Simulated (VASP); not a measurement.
## ScW2: single point with PBE

ScW2:

```xyz
3
Lattice="1.7186 0.9922 5.1906 -1.7186 0.9922 5.1906 0.0000 -1.9845 5.1906" Properties=species:S:1:pos:R:3 pbc="T T T"
Sc    0.0000    0.0000    0.0000
W     0.0000    0.0000   11.6788
W     0.0000    0.0000    3.8929
```

```yaml
Program: VASP 6.6.1
Task: single point
Functional: PBE
Potentials_or_basis: VASP PAW PBE potentials, release 64 (Sc_sv, W_sv)
Cutoff: 520 eV
k_mesh: 6 × 6 × 6
Occupations: gaussian, width 0.1 eV
Spin: no spin polarisation
Dipole_correction: no
Further_INCAR_settings: ALGO = Fast; EDIFF = 1e-06; NBANDS = 26
```

* Pressure: 23.6 GPa
* Largest force: 6.052 eV/Å
* Band gap on the k mesh: zero (an odd number of electrons rules out a gap without spin polarisation)

Forces on the atoms (eV/Å):
```
Sc   0.000  0.000  0.000
W    0.000  0.000  6.052
W    0.000  0.000 -6.052
```

Stress tensor (GPa, compression positive):
```
27.68  0.00  0.00
 0.00 27.68  0.00
 0.00  0.00 15.57
```

Levels at points of the mesh, in eV from the Fermi level:
```
           k point  band 16  band 17  band 18  band 19  band 20  band 21  band 22  band 23  band 24  band 25
(0.00, 0.00, 0.00)    -2.66    -2.33    -1.75    -1.75    -0.37    -0.37     0.72     2.41     2.41     5.32
(0.50, 0.00, 0.00)    -1.81    -1.11    -0.80    -0.70     0.57     0.58     1.32     2.07     2.74     3.30
(0.50, 0.50, 0.00)    -0.74    -0.68    -0.49     0.03     0.58     1.24     1.91     2.52     2.67     3.50
(0.50, 0.50, 0.50)    -2.26    -2.26    -2.02    -2.02    -0.94    -0.14    -0.14     1.30     1.30     6.49
```

Run time: 2.7 min on 1 thread of Intel(R) Xeon(R) Platinum 8259CL CPU @ 2.50GHz (Skylake/Cascade Lake) (shared host), peak memory 0.27 GiB.

Caveat: the stress differs along the axes, from 16 to 28 GPa; spin-orbit coupling is left out, which moves the levels of the heavy elements; forces of over 1 eV/Å act on the atoms, so gaps and moduli don't describe the material at rest.
